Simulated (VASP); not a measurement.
# AgB2 (P6/mmm) in VASP: a series of runs

The runs below take AgB2 through single point, with PBEsol.

Program: VASP 6.6.1. These are calculated values, not measurements. Logs are shortened: lines on timing, memory, paths and dates and some standing lists are left out, and cuts for length are marked.

### 1 The cell of the first run

It takes space group P6/mmm (No. 191, hexagonal). The conventional cell has a = 3.052 Å, b = 3.052 Å, c = 4.098 Å, α = 90.00°, β = 90.00°, γ = 120.00°. Ag (site symmetry 6/mmm) has 12 B at 2.70 Å and 6 Ag at 3.05 Å within 3.6 Å. Within 2.3 Å of B (site symmetry -6m2) lie 3 B at 1.76 Å.

### 2 Single point, PBEsol

INCAR

```
SYSTEM = AgB2
PREC     = Accurate       ! precision mode
ENCUT    = 520            ! plane-wave cutoff, eV
EDIFF    = 1E-7           ! SCF threshold, eV
ISMEAR   = 1              ! smearing method
SIGMA    = 0.1            ! smearing width, eV
LREAL    = .FALSE.        ! projectors in reciprocal space
LASPH    = .TRUE.         ! aspherical terms in the spheres
NELM     = 80             ! most SCF steps
ALGO     = Normal         ! electronic algorithm
ISIF     = 2              ! what is computed and relaxed
LWAVE    = .FALSE.        ! write WAVECAR
LCHARG   = .FALSE.        ! write CHGCAR
GGA      = PS             ! functional
NBANDS   = 16             ! bands
```

KPOINTS

```
Automatic mesh
0
G
  11 11 7
  0 0 0
```

POSCAR

```
AgB2
1.0
    3.0518200435      0.0000000000      0.0000000000
   -1.5259100218      2.6429535279      0.0000000000
    0.0000000000      0.0000000000      4.0975096554
Ag B
1 2
Direct
    0.0000000000      0.0000000000      0.0000000000
    0.3333333333      0.6666666667      0.5000000000
    0.6666666667      0.3333333333      0.5000000000
```

Potentials or basis: VASP PAW PBE potentials, release 64 (Ag, B).

Run with:

```sh
> cat potpaw_PBE.64/Ag/POTCAR potpaw_PBE.64/B/POTCAR > POTCAR
> mpirun -np 1 vasp_std > vasp.out
```

OUTCAR:

```text
SYSTEM = AgB2
   PREC = Accurate
   ENCUT = 520
   EDIFF = 1E-7
   ISMEAR = 1
   LREAL = .FALSE.
   LASPH = .TRUE.
   NELM = 80
   ISIF = 2
   GGA = PS

 ion  position               nearest neighbor table
   1  0.000  0.000  0.000-   2 2.70   2 2.70   3 2.70   3 2.70   2 2.70   3 2.70   2 2.70   3 2.70
                             3 2.70   3 2.70   2 2.70   2 2.70
   2  0.333  0.667  0.500-   3 1.76   3 1.76   3 1.76   1 2.70   1 2.70   1 2.70   1 2.70   1 2.70
                             1 2.70
   3  0.667  0.333  0.500-   2 1.76   2 1.76   2 1.76   1 2.70   1 2.70   1 2.70   1 2.70   1 2.70
                             1 2.70

  LATTYP: Found a hexagonal cell.
 ALAT       =     3.0518200435
 C/A-ratio  =     1.3426445849

  Lattice vectors:

 A1 = (   3.0518200435,   0.0000000000,   0.0000000000)
 A2 = (  -1.5259100218,   2.6429535279,   0.0000000000)
 A3 = (   0.0000000000,   0.0000000000,   4.0975096554)

Analysis of symmetry for initial positions (statically):
=====================================================================
 Subroutine PRICEL returns:
 Original cell was already a primitive cell.

 Routine SETGRP: Setting up the symmetry group for a
 hexagonal supercell.

 Subroutine GETGRP returns: Found 24 space group operations
 (whereof 24 operations were pure point group operations)
 out of a pool of 24 trial point group operations.

The static configuration has the point symmetry D_6h.

Analysis of symmetry for dynamics (positions and initial velocities):
=====================================================================
 Subroutine PRICEL returns:
 Original cell was already a primitive cell.

 Routine SETGRP: Setting up the symmetry group for a
 hexagonal supercell.

 Subroutine GETGRP returns: Found 24 space group operations
 (whereof 24 operations were pure point group operations)
 out of a pool of 24 trial point group operations.

The dynamic configuration has the point symmetry D_6h.

 Subroutine INISYM returns: Found 24 space group operations
 (whereof 24 operations are pure point group operations),
 and found     1 'primitive' translations

----------------------------------------------------------------------------------------

                                     Primitive cell

  volume of cell :      33.0498

  direct lattice vectors                    reciprocal lattice vectors
     3.051820043  0.000000000  0.000000000     0.327673318  0.189182290  0.000000000
    -1.525910022  2.642953528  0.000000000     0.000000000  0.378364579  0.000000000
     0.000000000  0.000000000  4.097509655     0.000000000  0.000000000  0.244050676

  length of vectors
     3.051820043  3.051819907  4.097509655     0.378364563  0.378364579  0.244050676

  position of ions in fractional coordinates (direct lattice)
     0.000000000  0.000000000  0.000000000
     0.333333333  0.666666667  0.500000000
     0.666666667  0.333333333  0.500000000

  ion indices of the primitive-cell ions
   primitive index   ion index
                 1           1
                 2           2
                 3           3

----------------------------------------------------------------------------------------

 KPOINTS: Automatic mesh

Automatic generation of k-mesh.
 Grid dimensions read from file:
 generate k-points for:   11   11    7

 Generating k-lattice:

  Cartesian coordinates                     Fractional coordinates (reciprocal lattice)
     0.029788483  0.017198390  0.000000000     0.090909091 -0.000000000  0.000000000
     0.000000000  0.034396780  0.000000000     0.000000000  0.090909091  0.000000000
     0.000000000  0.000000000  0.034864382     0.000000000  0.000000000  0.142857143

  Length of vectors
     0.034396778  0.034396780  0.034864382

  Shift w.r.t. Gamma in fractional coordinates (k-lattice)
     0.000000000  0.000000000  0.000000000

 Subroutine IBZKPT returns following result:
 ===========================================

 Found     64 irreducible k-points:

 Following reciprocal coordinates:
            Coordinates               Weight
  0.000000  0.000000  0.000000      1.000000
  0.090909  0.000000  0.000000      6.000000
  0.181818  0.000000  0.000000      6.000000
  0.272727  0.000000  0.000000      6.000000
  0.363636  0.000000  0.000000      6.000000
  0.454545  0.000000  0.000000      6.000000
[... 16 lines left out ...]
  0.090909  0.090909  0.142857     12.000000
  0.181818  0.090909  0.142857     24.000000
 [... further k-points ...]
   k-points           NKPTS =     64   k-points in BZ     NKDIM =     64   number of bands    NBANDS=     16
   number of dos      NEDOS =    301   number of ions     NIONS =      3
   total plane-waves  NPLWV =  17280
   dimension x,y,z NGX =    24 NGY =   24 NGZ =   30
   dimension x,y,z NGXF=    48 NGYF=   48 NGZF=   60
   ions per type =               1   2
   NGX,Y,Z   is equivalent  to a cutoff of  13.07, 13.07, 12.17 a.u.
   NGXF,Y,Z  is equivalent  to a cutoff of  26.15, 26.15, 24.34 a.u.
 SYSTEM =  AgB2
   PREC   = accura    normal or accurate (medium, high low for compatibility)
   ISTART =      0    job   : 0-new  1-cont  2-samecut
   ICHARG =      2    charge: 1-file 2-atom 10-const
   ISPIN  =      1    spin polarized calculation?
   LNONCOLLINEAR =      F non collinear calculations
   LSORBIT =      F    spin-orbit coupling
   LASPH  =      T    aspherical Exc in radial PAW
   ENCUT  =  520.0 eV  38.22 Ry    6.18 a.u.   5.67  5.67  7.62*2*pi/ulx,y,z
   NELM   =     80;   NELMIN=  2; NELMDL= -5     # of ELM steps
   EDIFF  = 0.1E-06   stopping-criterion for ELM
   LREAL  =      F    real-space projection
   EDIFFG = 0.1E-05   stopping-criterion for IOM
   NSW    =      0    number of steps for IOM
   IBRION =     -1    ionic relax: 0-MD 1-quasi-New 2-CG
   NFREE  =      0    steps in history (QN), initial steepest desc. (CG)
   ISIF   =      2    stress and relaxation
   ISYM   =      2    0-nonsym 1-usesym 2-fastsym
   POTIM  = 0.5000    time-step for ionic-motion
   TEBEG  =    0.0;   TEEND  =   0.0 temperature during run
   PSTRESS=    0.0 pullay stress
   NELECT =      17.0000    total number of electrons
   NUPDOWN=      -1.0000    fix difference up-down
   EMIN   =  10.00;   EMAX   =-10.00  energy-range for DOS
   EFERMI =   0.00;   METHOD = LEGACY
   ISMEAR =     1;   SIGMA  =   0.10  broadening in eV -4-tet -1-fermi 0-gaus
   EFERMI_NEDOS =   21; number of points for ismear=-14 and -15
   IALGO  =     38    algorithm
   IMIX   =      4    mixing-type and parameters
     AMIX     =   0.40;   BMIX     =  1.00
     AMIX_MAG =   1.60;   BMIX_MAG =  1.00
  volume/ion in A,a.u.               =      11.02        74.34
  Fermi-wavevector in a.u.,A,eV,Ry     =   1.311701  2.478756 23.409649  1.720561
  Thomas-Fermi vector in A             =   2.442145
   LORBIT       =      0    0 simple, 1 ext, 2 COOP (PROOUT), +10 PAW based schemes
   GGA     = PS    functional components
   LHFCALC =     F    Hartree Fock is set to
   AEXX    =    0.0000 exact exchange contribution
   IVDW    =     0    specifies the selected vdW correction
   LEPSILON=     F    determine dielectric tensor
   LRPA    =     F    only Hartree local field effects (RPA)
 non-spin polarized calculation
 Methfessel and Paxton  Order N= 1 SIGMA  =   0.10
  energy-cutoff  :      520.00
  volume of cell :       33.05
 maximum number of plane-waves:       909
 NGX is ok and might be reduce to    24
   NGX = 11   NGY = 11   NGZ = 15

 number of electron      17.0000004 magnetization

 Free energy of the ion-electron system (eV)
  ---------------------------------------------------
  ext. energy  EPLUGINS =         0.00000000
  ---------------------------------------------------
  free energy    TOTEN  =       -15.75445628 eV

  energy without entropy =      -15.75367804  energy(sigma->0) =      -15.75419686

 E-fermi :   6.6231     XC(G=0): -11.9938

 val. band max:        6.6172211242   @ k =   0.3636   0.1818   0.2857
 cond. band min:       6.6656012374   @ k =   0.2727   0.0909   0.0000
 fundamental gap:      0.0483801132
 Fermi energy:         6.6230556274

 k-point     1 :       0.0000    0.0000    0.0000
  band No.  band energies     occupation
      1      -5.2024      2.00000
      2       1.0499      2.00000
      3       1.9132      2.00000
      4       1.9132      2.00000
      5       2.7998      2.00000
      6       2.7998      2.00000
[... 8 lines left out ...]
     15      22.7841      0.00000
     16      23.7691      0.00000

 k-point     2 :       0.0909    0.0000    0.0000
  band No.  band energies     occupation
      1      -5.0544      2.00000
      2       1.1544      2.00000
      3       1.8366      2.00000
      4       2.0038      2.00000
      5       2.1929      2.00000
      6       2.7788      2.00000
[... 8 lines left out ...]
     15      23.2509      0.00000
     16      23.2639      0.00000

 k-point     3 :       0.1818    0.0000    0.0000
  band No.  band energies     occupation
      1      -4.6155      2.00000
      2       1.3545      2.00000
      3       1.6644      2.00000
      4       1.6874      2.00000
      5       2.2582      2.00000
      6       2.7230      2.00000
[... 8 lines left out ...]
     15      21.9217      0.00000
     16      22.6603      0.00000

 k-point     4 :       0.2727    0.0000    0.0000
  band No.  band energies     occupation
      1      -3.9013      2.00000
      2       1.1783      2.00000
      3       1.2828      2.00000
      4       1.7366      2.00000
      5       2.6240      2.00000
      6       2.6508      2.00000
[... 8 lines left out ...]
     15      20.4639      0.00000
     16      21.6608      0.00000

 k-point     5 :       0.3636    0.0000    0.0000
  band No.  band energies     occupation
      1      -2.9378      2.00000
      2       0.6227      2.00000
      3       1.0381      2.00000
      4       1.4759      2.00000
      5       2.5855      2.00000
      6       3.0112      2.00000
[... 8 lines left out ...]
     15      20.1493      0.00000
     16      21.7596      0.00000

 k-point     6 :       0.4545    0.0000    0.0000
  band No.  band energies     occupation
      1      -1.7703      2.00000
      2      -0.4801      2.00000
      3       0.9195      2.00000
      4       1.2162      2.00000
      5       2.5471      2.00000
      6       3.2849      2.00000
[... 8 lines left out ...]
     15      20.2405      0.00000
     16      22.7995      0.00000
[... 267 lines left out ...]
 k-point    21 :       0.3636    0.0000    0.1429
  band No.  band energies     occupation
      1      -2.8721      2.00000
      2       0.4354      2.00000
      3       1.2677      2.00000
      4       1.6314      2.00000
      5       2.4556      2.00000
      6       3.0341      2.00000
[... 8 lines left out ...]
     15      19.5813      0.00000
     16      21.3093      0.00000

 k-point    22 :       0.4545    0.0000    0.1429
  band No.  band energies     occupation
      1      -1.7551      2.00000
      2      -0.5430      2.00000
      3       1.1823      2.00000
      4       1.3353      2.00000
      5       2.4003      2.00000
      6       3.2895      2.00000
[... 8 lines left out ...]
     15      19.3035      0.00000
     16      22.7645      0.00000

 k-point    23 :       0.0909    0.0909    0.1429
  band No.  band energies     occupation
      1      -4.6402      2.00000
      2       1.1069      2.00000
      3       1.7133      2.00000
      4       1.8139      2.00000
      5       2.2122      2.00000
      6       2.6807      2.00000
[... 8 lines left out ...]
     15      21.0677      0.00000
     16      23.2654      0.00000

 k-point    24 :       0.1818    0.0909    0.1429
  band No.  band energies     occupation
      1      -4.0790      2.00000
      2       1.1706      2.00000
      3       1.5139      2.00000
      4       1.6825      2.00000
      5       2.5145      2.00000
      6       2.5774      2.00000
[... 8 lines left out ...]
     15      19.2413      0.00000
     16      22.2288      0.00000

 [... further k-points ...]
[... 5 lines left out ...]
  --------------------------------------------------------------------------------------
  -------------------------------------------------------------------------------------
  Total       -1.7844060     -1.7844058     -1.9595763      0.0000000      0.0000000      0.0000000
  in kB      -86.5039266    -86.5039163    -94.9957845      0.0000000      0.0000000      0.0000000
  external PRESSURE =     -89.3345425 kB  Pullay stress =       0.0000000 kB

 VOLUME and BASIS-vectors are now :
 -----------------------------------------------------------------------------
  energy-cutoff  :      520.00
  volume of cell :       33.05
      direct lattice vectors                 reciprocal lattice vectors
     3.051820043  0.000000000  0.000000000     0.327673318  0.189182290  0.000000000
    -1.525910022  2.642953528  0.000000000     0.000000000  0.378364579  0.000000000
     0.000000000  0.000000000  4.097509655     0.000000000  0.000000000  0.244050676

 POSITION                                       TOTAL-FORCE (eV/Angst)
 -----------------------------------------------------------------------------------
      0.00000      0.00000      0.00000         0.000000      0.000000     -0.000000
     -0.00000      1.76197      2.04875        -0.000000      0.000000      0.000000
      1.52591      0.88098      2.04875         0.000000     -0.000000     -0.000000
 -----------------------------------------------------------------------------------
    total drift:                               -0.000000      0.000000     -0.000000

  FREE ENERGIE OF THE ION-ELECTRON SYSTEM (eV)
  ---------------------------------------------------
  free  energy   TOTEN  =       -15.7544562756 eV

  energy  without entropy=      -15.7536780355  energy(sigma->0) =      -15.75419686
```

Run time: 17 s. Hardware: 1 thread of AMD EPYC 9R45 (Zen 5), shared host; peak memory 0.12 GiB.

Results:

| Item | Value |
| --- | --- |
| Free energy | -15.7545 eV |
| Pressure | -8.9 GPa |

Caveat: the PAW data sets were made with another functional, which shifts forces and pressure a little.

### 3 Single point, PBEsol

This run uses another cell than the first one, of 11.29 Å³/atom, 1.024 times its volume.

INCAR

```
SYSTEM = AgB2
  ALGO = Normal
  EDIFF = 1E-6
  ENCUT = 520
  GGA = PS
  ISIF = 2
  ISMEAR = 1
  LASPH = .True.
  LCHARG = .False.
  LREAL = .False.
  LWAVE = .False.
  NBANDS = 16
  NELM = 80
  PREC = Accurate
  SIGMA = 0.1
```

KPOINTS

```
k-points
0
Gamma
  11 11 7
  0 0 0
```

POSCAR

```
AgB2
1.0
    3.0764325584      0.0000000000      0.0000000000
   -1.5382162792      2.6642685898      0.0000000000
    0.0000000000      0.0000000000      4.1305555152
Ag B
1 2
Direct
    0.0000000000      0.0000000000      0.0000000000
    0.3333333333      0.6666666667      0.5000000000
    0.6666666667      0.3333333333      0.5000000000
```

Potentials or basis: VASP PAW PBE potentials, release 64 (Ag, B).

Run with:

```sh
> cat potpaw_PBE.64/Ag/POTCAR potpaw_PBE.64/B/POTCAR > POTCAR
> mpirun -np 1 vasp_std > vasp.out
```

OUTCAR:

```text
SYSTEM = AgB2
   EDIFF = 1E-6
   ENCUT = 520
   GGA = PS
   ISIF = 2
   ISMEAR = 1
   LASPH = .True.
   LREAL = .False.
   NELM = 80
   PREC = Accurate

 ion  position               nearest neighbor table
   1  0.000  0.000  0.000-   2 2.72   2 2.72   3 2.72   3 2.72   2 2.72   3 2.72   2 2.72   3 2.72
                             3 2.72   3 2.72   2 2.72   2 2.72
   2  0.333  0.667  0.500-   3 1.78   3 1.78   3 1.78   1 2.72   1 2.72   1 2.72   1 2.72   1 2.72
                             1 2.72
   3  0.667  0.333  0.500-   2 1.78   2 1.78   2 1.78   1 2.72   1 2.72   1 2.72   1 2.72   1 2.72
                             1 2.72

  LATTYP: Found a hexagonal cell.
[... 649 lines left out ...]
 [... further k-points ...]
[... 5 lines left out ...]
  --------------------------------------------------------------------------------------
  -------------------------------------------------------------------------------------
  Total       -2.5469150     -2.5469147     -2.4111333      0.0000000     -0.0000000      0.0000000
  in kB     -120.5288929   -120.5288785   -114.1032315      0.0000000     -0.0000000      0.0000000
  external PRESSURE =    -118.3870009 kB  Pullay stress =       0.0000000 kB

 VOLUME and BASIS-vectors are now :
 -----------------------------------------------------------------------------
  energy-cutoff  :      520.00
  volume of cell :       33.86
      direct lattice vectors                 reciprocal lattice vectors
     3.076432558  0.000000000  0.000000000     0.325051819  0.187668767  0.000000000
    -1.538216279  2.664268590  0.000000000     0.000000000  0.375337533  0.000000000
     0.000000000  0.000000000  4.130555515     0.000000000  0.000000000  0.242098187

 POSITION                                       TOTAL-FORCE (eV/Angst)
 -----------------------------------------------------------------------------------
      0.00000      0.00000      0.00000         0.000000      0.000000     -0.000000
     -0.00000      1.77618      2.06528         0.000000      0.000000     -0.000000
      1.53822      0.88809      2.06528        -0.000000     -0.000000      0.000000
 -----------------------------------------------------------------------------------
    total drift:                               -0.000000      0.000000      0.000000

  FREE ENERGIE OF THE ION-ELECTRON SYSTEM (eV)
  ---------------------------------------------------
  free  energy   TOTEN  =       -15.7024757335 eV

  energy  without entropy=      -15.7018632656  energy(sigma->0) =      -15.70227158
```

OSZICAR:

```text
N       E                     dE             d eps       ncg     rms          rms(c)
DAV:   1     0.636379250863E+02    0.63638E+02   -0.76050E+03  2056   0.944E+02
DAV:   2    -0.174982673022E+02   -0.81136E+02   -0.73087E+02  2760   0.209E+02
DAV:   3    -0.192225514134E+02   -0.17243E+01   -0.17196E+01  2264   0.313E+01
DAV:   4    -0.192275586799E+02   -0.50073E-02   -0.50068E-02  2720   0.184E+00
DAV:   5    -0.192275968553E+02   -0.38175E-04   -0.38176E-04  2296   0.158E-01    0.103E+01
DAV:   6    -0.161938590447E+02    0.30337E+01   -0.79276E+00  2496   0.417E+01    0.112E+01
DAV:   7    -0.157473667531E+02    0.44649E+00   -0.17263E+00  2136   0.153E+01    0.365E+00
DAV:   8    -0.157063508572E+02    0.41016E-01   -0.18999E-01  2400   0.455E+00    0.826E-01
DAV:   9    -0.157028736310E+02    0.34772E-02   -0.70457E-03  2448   0.116E+00    0.317E-01
DAV:  10    -0.157025068852E+02    0.36675E-03   -0.13791E-03  2272   0.426E-01    0.390E-02
DAV:  11    -0.157024748763E+02    0.32009E-04   -0.93439E-05  2480   0.127E-01    0.103E-02
DAV:  12    -0.157024757335E+02   -0.85720E-06   -0.65014E-06  2376   0.191E-02
   1 F= -.15702476E+02 E0= -.15702272E+02  d E =-.612468E-03
```

stdout:

```text
POSCAR found type information on POSCAR AgB
 POSCAR found :  2 types and       3 ions
 scaLAPACK will be used
 -----------------------------------------------------------------------------
|                                                                             |
|                                                                             |
|     You enforced a specific xc type in the INCAR file but a different       |
|     I HOPE YOU KNOW WHAT YOU ARE DOING!                                     |
|                                                                             |
 -----------------------------------------------------------------------------

 LDA part: xc-table for (Slater+PW92), standard interpolation
 POSCAR, INCAR and KPOINTS ok, starting setup
 FFT: planning ... GRIDC
 FFT: planning ... GRID_SOFT
 FFT: planning ... GRID
 WAVECAR not read
 entering main loop
```

It took 17 s on 1 thread of AMD EPYC 9R45 (Zen 5), shared host; peak memory 0.13 GiB.

Results:

```yaml
Free_energy: -15.7025 eV
Pressure: -11.8 GPa
```

Caveat: the PAW data sets were made with another functional, which shifts forces and pressure a little.

[end of part 1 of 2]
